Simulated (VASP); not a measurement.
# Ir (Fm-3m) in VASP: a series of runs

The runs below take Ir through single point, with PBEsol.

Everything below comes from runs of VASP 6.6.1. Logs are shortened: lines on timing, memory, paths and dates and some standing lists are left out, and cuts for length are marked.

## 1. The cell of the first run

Symmetry: Fm-3m, No. 225, cubic system. The conventional cell has a = 3.832 Å, b = 3.832 Å, c = 3.832 Å, α = 90.00°, β = 90.00°, γ = 90.00°. Within 3.6 Å of Ir (site symmetry m-3m) lie 12 Ir at 2.71 Å.

## 2. Single point, PBEsol

The input, INCAR:

```
SYSTEM = Ir
ALGO     = Normal         ! electronic algorithm
EDIFF    = 1E-6           ! SCF threshold, eV
ENCUT    = 520            ! plane-wave cutoff, eV
GGA      = PS             ! functional
ISIF     = 2              ! what is computed and relaxed
ISMEAR   = -1             ! smearing method
LASPH    = .TRUE.         ! aspherical terms in the spheres
LCHARG   = .TRUE.         ! write CHGCAR
LELF     = .TRUE.         ! ELF
LREAL    = .FALSE.        ! projectors in reciprocal space
LVHAR    = .TRUE.       
LWAVE    = .FALSE.        ! write WAVECAR
NBANDS   = 10             ! bands
NELM     = 80             ! most SCF steps
PREC     = Accurate       ! precision mode
SIGMA    = 0.1            ! smearing width, eV
```

The input, KPOINTS:

```
k-points
0
G
  14 14 14
  0 0 0
```

The input, POSCAR:

```
Ir
1.0
    0.0000000000      1.9158105891      1.9158105891
    1.9158105891      0.0000000000      1.9158105891
    1.9158105891      1.9158105891      0.0000000000
Ir
1
Direct
    0.0000000000      0.0000000000      0.0000000000
```

Potentials or basis: VASP PAW PBE potentials, release 64 (Ir).

Launch:

```
$ cat potpaw_PBE.64/Ir/POTCAR > POTCAR
$ mpirun -np 1 vasp_std > vasp.out
```

OUTCAR:

```text
SYSTEM = Ir
   EDIFF = 1E-6
   ENCUT = 520
   GGA = PS
   ISIF = 2
   ISMEAR = -1
   LASPH = .TRUE.
   LREAL = .FALSE.
   NELM = 80
   PREC = Accurate

 ion  position               nearest neighbor table
   1  0.000  0.000  0.000-

  LATTYP: Found a face centered cubic cell.
 ALAT       =     3.8316211782

  Lattice vectors:

 A1 = (   0.0000000000,   1.9158105891,   1.9158105891)
 A2 = (   1.9158105891,   0.0000000000,   1.9158105891)
 A3 = (   1.9158105891,   1.9158105891,   0.0000000000)

Analysis of symmetry for initial positions (statically):
=====================================================================
 Subroutine PRICEL returns:
 Original cell was already a primitive cell.

 Routine SETGRP: Setting up the symmetry group for a
 face centered cubic supercell.

 Subroutine GETGRP returns: Found 48 space group operations
 (whereof 48 operations were pure point group operations)
 out of a pool of 48 trial point group operations.

The static configuration has the point symmetry O_h .

Analysis of symmetry for dynamics (positions and initial velocities):
=====================================================================
 Subroutine PRICEL returns:
 Original cell was already a primitive cell.

 Routine SETGRP: Setting up the symmetry group for a
 face centered cubic supercell.

 Subroutine GETGRP returns: Found 48 space group operations
 (whereof 48 operations were pure point group operations)
 out of a pool of 48 trial point group operations.

The dynamic configuration has the point symmetry O_h .

 Subroutine INISYM returns: Found 48 space group operations
 (whereof 48 operations are pure point group operations),
 and found     1 'primitive' translations

----------------------------------------------------------------------------------------

                                     Primitive cell

  volume of cell :      14.0633

  direct lattice vectors                    reciprocal lattice vectors
     0.000000000  1.915810589  1.915810589    -0.260986134  0.260986134  0.260986134
     1.915810589  0.000000000  1.915810589     0.260986134 -0.260986134  0.260986134
     1.915810589  1.915810589  0.000000000     0.260986134  0.260986134 -0.260986134

  length of vectors
     2.709365318  2.709365318  2.709365318     0.452041245  0.452041245  0.452041245

  position of ions in fractional coordinates (direct lattice)
     0.000000000  0.000000000  0.000000000

  ion indices of the primitive-cell ions
   primitive index   ion index
                 1           1

----------------------------------------------------------------------------------------

 KPOINTS: k-points

Automatic generation of k-mesh.
 Grid dimensions read from file:
 generate k-points for:   14   14   14

 Generating k-lattice:

  Cartesian coordinates                     Fractional coordinates (reciprocal lattice)
    -0.018641867  0.018641867  0.018641867     0.071428571  0.000000000  0.000000000
     0.018641867 -0.018641867  0.018641867     0.000000000  0.071428571  0.000000000
     0.018641867  0.018641867 -0.018641867     0.000000000  0.000000000  0.071428571

  Length of vectors
     0.032288660  0.032288660  0.032288660

  Shift w.r.t. Gamma in fractional coordinates (k-lattice)
     0.000000000  0.000000000  0.000000000

 Subroutine IBZKPT returns following result:
 ===========================================

 Found    104 irreducible k-points:

 Following reciprocal coordinates:
            Coordinates               Weight
  0.000000  0.000000  0.000000      1.000000
  0.071429  0.000000  0.000000      8.000000
  0.142857  0.000000  0.000000      8.000000
  0.214286  0.000000  0.000000      8.000000
  0.285714  0.000000  0.000000      8.000000
  0.357143  0.000000  0.000000      8.000000
[... 16 lines left out ...]
  0.214286  0.142857  0.000000     24.000000
  0.285714  0.142857  0.000000     24.000000
 [... further k-points ...]
   k-points           NKPTS =    104   k-points in BZ     NKDIM =    104   number of bands    NBANDS=     10
   number of dos      NEDOS =    301   number of ions     NIONS =      1
   total plane-waves  NPLWV =   8000
   dimension x,y,z NGX =    20 NGY =   20 NGZ =   20
   dimension x,y,z NGXF=    40 NGYF=   40 NGZF=   40
   ions per type =               1
   NGX,Y,Z   is equivalent  to a cutoff of  12.27, 12.27, 12.27 a.u.
   NGXF,Y,Z  is equivalent  to a cutoff of  24.54, 24.54, 24.54 a.u.
 SYSTEM =  Ir
   PREC   = accura    normal or accurate (medium, high low for compatibility)
   ISTART =      0    job   : 0-new  1-cont  2-samecut
   ICHARG =      2    charge: 1-file 2-atom 10-const
   ISPIN  =      1    spin polarized calculation?
   LNONCOLLINEAR =      F non collinear calculations
   LSORBIT =      F    spin-orbit coupling
   LASPH  =      T    aspherical Exc in radial PAW
   ENCUT  =  520.0 eV  38.22 Ry    6.18 a.u.   5.04  5.04  5.04*2*pi/ulx,y,z
   NELM   =     80;   NELMIN=  2; NELMDL= -5     # of ELM steps
   EDIFF  = 0.1E-05   stopping-criterion for ELM
   LREAL  =      F    real-space projection
   EDIFFG = 0.1E-04   stopping-criterion for IOM
   NSW    =      0    number of steps for IOM
   IBRION =     -1    ionic relax: 0-MD 1-quasi-New 2-CG
   NFREE  =      0    steps in history (QN), initial steepest desc. (CG)
   ISIF   =      2    stress and relaxation
   ISYM   =      2    0-nonsym 1-usesym 2-fastsym
   POTIM  = 0.5000    time-step for ionic-motion
   TEBEG  =    0.0;   TEEND  =   0.0 temperature during run
   PSTRESS=    0.0 pullay stress
   NELECT =       9.0000    total number of electrons
   NUPDOWN=      -1.0000    fix difference up-down
   EMIN   =  10.00;   EMAX   =-10.00  energy-range for DOS
   EFERMI =   0.00;   METHOD = LEGACY
   ISMEAR =    -1;   SIGMA  =   0.10  broadening in eV -4-tet -1-fermi 0-gaus
   EFERMI_NEDOS =   21; number of points for ismear=-14 and -15
   IALGO  =     38    algorithm
   IMIX   =      4    mixing-type and parameters
     AMIX     =   0.40;   BMIX     =  1.00
     AMIX_MAG =   1.60;   BMIX_MAG =  1.00
  volume/ion in A,a.u.               =      14.06        94.90
  Fermi-wavevector in a.u.,A,eV,Ry     =   1.410782  2.665991 27.079737  1.990305
  Thomas-Fermi vector in A             =   2.532700
   LORBIT       =      0    0 simple, 1 ext, 2 COOP (PROOUT), +10 PAW based schemes
   GGA     = PS    functional components
   LHFCALC =     F    Hartree Fock is set to
   AEXX    =    0.0000 exact exchange contribution
   IVDW    =     0    specifies the selected vdW correction
   LEPSILON=     F    determine dielectric tensor
   LRPA    =     F    only Hartree local field effects (RPA)
 non-spin polarized calculation
  energy-cutoff  :      520.00
  volume of cell :       14.06
 maximum number of plane-waves:       392
   NGX =  9   NGY =  9   NGZ =  9

 number of electron       9.0000000 magnetization

 Free energy of the ion-electron system (eV)
  ---------------------------------------------------
  ext. energy  EPLUGINS =         0.00000000
  ---------------------------------------------------
  free energy    TOTEN  =        -9.82899096 eV

  energy without entropy =       -9.79460044  energy(sigma->0) =       -9.81179570

 E-fermi :  10.2712     XC(G=0): -14.1368

 val. band max:       10.2588951255   @ k =  -0.2143   0.3571   0.1429
 cond. band min:      10.3184332240   @ k =  -0.3571   0.2857   0.0000
 fundamental gap:      0.0595380985
 Fermi energy:        10.2712472478

 k-point     1 :       0.0000    0.0000    0.0000
  band No.  band energies     occupation
      1      -0.9053      2.00000
      2       6.4112      2.00000
      3       6.4112      2.00000
      4       6.4112      2.00000
      5       9.1511      1.99997
      6       9.1511      1.99997
      7      24.6581      0.00000
      8      30.2654      0.00000
      9      30.2654      0.00000
     10      30.2654      0.00000

 k-point     2 :       0.0714    0.0000    0.0000
  band No.  band energies     occupation
      1      -0.6775      2.00000
      2       6.2899      2.00000
      3       6.5096      2.00000
      4       6.5096      2.00000
      5       9.0880      1.99999
      6       9.0880      1.99999
      7      25.0520      0.00000
      8      29.1229      0.00000
      9      30.6418      0.00000
     10      30.6418      0.00000

 k-point     3 :       0.1429    0.0000    0.0000
  band No.  band energies     occupation
      1      -0.0348      2.00000
      2       6.0132      2.00000
      3       6.7387      2.00000
      4       6.7387      2.00000
      5       8.9885      1.99999
      6       8.9885      1.99999
      7      26.0447      0.00000
      8      27.1755      0.00000
      9      31.7132      0.00000
     10      31.7132      0.00000

 k-point     4 :       0.2143    0.0000    0.0000
  band No.  band energies     occupation
      1       0.8695      2.00000
      2       5.8266      2.00000
      3       6.8852      2.00000
      4       6.8852      2.00000
      5       9.1115      1.99998
      6       9.1115      1.99998
      7      25.1095      0.00000
      8      27.1144      0.00000
      9      33.2948      0.00000
     10      33.2948      0.00000

 k-point     5 :       0.2857    0.0000    0.0000
  band No.  band energies     occupation
      1       1.6919      2.00000
      2       6.1293      2.00000
      3       6.7839      2.00000
      4       6.7839      2.00000
      5       9.6368      1.99649
      6       9.6368      1.99649
      7      23.1005      0.00000
      8      26.7446      0.00000
      9      34.2472      0.00000
     10      34.2478      0.00000

 k-point     6 :       0.3571    0.0000    0.0000
  band No.  band energies     occupation
      1       2.0825      2.00000
      2       6.5619      2.00000
      3       6.5619      2.00000
      4       7.2223      2.00000
      5      10.3754      0.52159
      6      10.3754      0.52159
      7      20.8645      0.00000
      8      25.4250      0.00000
      9      32.3150      0.00000
     10      32.3150      0.00000
[... 183 lines left out ...]
 k-point    21 :      -0.0714    0.0714    0.0000
  band No.  band energies     occupation
      1      -0.3089      2.00000
      2       6.0757      2.00000
      3       6.6489      2.00000
      4       6.7057      2.00000
      5       8.8178      2.00000
      6       9.1970      1.99996
      7      25.6657      0.00000
      8      28.1766      0.00000
      9      30.4832      0.00000
     10      31.5993      0.00000

 k-point    22 :       0.1429    0.1429    0.0000
  band No.  band energies     occupation
      1       0.2644      2.00000
      2       5.5738      2.00000
      3       7.0954      2.00000
      4       7.0954      2.00000
      5       8.1903      2.00000
      6       9.5014      1.99909
      7      26.6603      0.00000
      8      28.4853      0.00000
      9      30.4533      0.00000
     10      30.4533      0.00000

 k-point    23 :       0.2143    0.1429    0.0000
  band No.  band energies     occupation
      1       0.9736      2.00000
      2       5.2274      2.00000
      3       7.2252      2.00000
      4       7.4159      2.00000
      5       8.1072      2.00000
      6       9.7013      1.99333
      7      27.2505      0.00000
      8      27.7342      0.00000
      9      30.4602      0.00000
     10      31.0271      0.00000

 k-point    24 :       0.2857    0.1429    0.0000
  band No.  band energies     occupation
      1       1.8629      2.00000
      2       5.0454      2.00000
      3       6.7901      2.00000
      4       7.5422      2.00000
      5       8.9012      2.00000
      6      10.1068      1.67625
      7      25.2683      0.00000
      8      28.2094      0.00000
      9      30.3665      0.00000
     10      31.3519      0.00000

 [... further k-points ...]

------------------------ aborting loop because EDIFF is reached ----------------------------------------

  FORCE on cell =-STRESS in cart. coord.  units (eV):
  Direction    XX          YY          ZZ          XY          YZ          ZX
  --------------------------------------------------------------------------------------
  -------------------------------------------------------------------------------------
  Total        0.0869504      0.0869504      0.0869504     -0.0000000      0.0000000      0.0000000
  in kB        9.9059077      9.9059077      9.9059077     -0.0000000      0.0000000      0.0000000
  external PRESSURE =       9.9059077 kB  Pullay stress =       0.0000000 kB

 VOLUME and BASIS-vectors are now :
 -----------------------------------------------------------------------------
  energy-cutoff  :      520.00
  volume of cell :       14.06
      direct lattice vectors                 reciprocal lattice vectors
     0.000000000  1.915810589  1.915810589    -0.260986134  0.260986134  0.260986134
     1.915810589  0.000000000  1.915810589     0.260986134 -0.260986134  0.260986134
     1.915810589  1.915810589  0.000000000     0.260986134  0.260986134 -0.260986134

 POSITION                                       TOTAL-FORCE (eV/Angst)
 -----------------------------------------------------------------------------------
      0.00000      0.00000      0.00000         0.000000      0.000000      0.000000
 -----------------------------------------------------------------------------------
    total drift:                                0.000000      0.000000      0.000000

  FREE ENERGIE OF THE ION-ELECTRON SYSTEM (eV)
  ---------------------------------------------------
  free  energy   TOTEN  =        -9.8289909563 eV

  energy  without entropy=       -9.7946004416  energy(sigma->0) =       -9.81179570
```

It took 7 s on 1 thread of Intel Xeon 6975P-C (Granite Rapids), shared host; peak memory 0.13 GiB.

What came out:

| Quantity | Value |
| --- | --- |
| Free energy | -9.8290 eV |
| Pressure | 1.0 GPa |

Caveat: the PAW data sets were made with another functional, which shifts forces and pressure a little; spin-orbit coupling is left out, which moves the levels of the heavy elements.

## 3. Single point, PBEsol (volume scaled by 0.88)

The input, INCAR:

```
SYSTEM = Ir
  ALGO = Normal
  EDIFF = 1E-7
  ENCUT = 520
  GGA = PS
  ISIF = 2
  ISMEAR = -1
  LASPH = .True.
  LCHARG = .False.
  LREAL = .False.
  LWAVE = .False.
  NBANDS = 10
  NELM = 60
  PREC = Accurate
  SIGMA = 0.1
```

The input, KPOINTS:

```
k-points
0
Gamma
  23 23 23
  0 0 0
```

The input, POSCAR:

```
Ir
1.0
    0.0000000000      1.8358905798      1.8358905798
    1.8358905798      0.0000000000      1.8358905798
    1.8358905798      1.8358905798      0.0000000000
Ir
1
Direct
    0.0000000000      0.0000000000      0.0000000000
```

Potentials or basis: VASP PAW PBE potentials, release 64 (Ir).

Launch:

```
$ cat potpaw_PBE.64/Ir/POTCAR > POTCAR
$ mpirun -np 1 vasp_std > vasp.out
```

Run time: 18 s. Hardware: 1 thread of Intel Xeon 6975P-C (Granite Rapids), shared host; peak memory 0.16 GiB.

The run converged. Its results:

* Free energy: -9.5061 eV
* Pressure: 70.0 GPa

Levels at points of the mesh, in eV from the Fermi level:
| k point | band 1 | band 2 | band 3 | band 4 | band 5 | band 6 | band 7 | band 8 |
| --- | --- | --- | --- | --- | --- | --- | --- | --- |
| (0.00, 0.00, 0.00) | -12.68 | -4.77 | -4.77 | -4.77 | -1.42 | -1.42 | 13.98 | 20.39 |

Caveat: the PAW data sets were made with another functional, which shifts forces and pressure a little; spin-orbit coupling is left out, which moves the levels of the heavy elements.
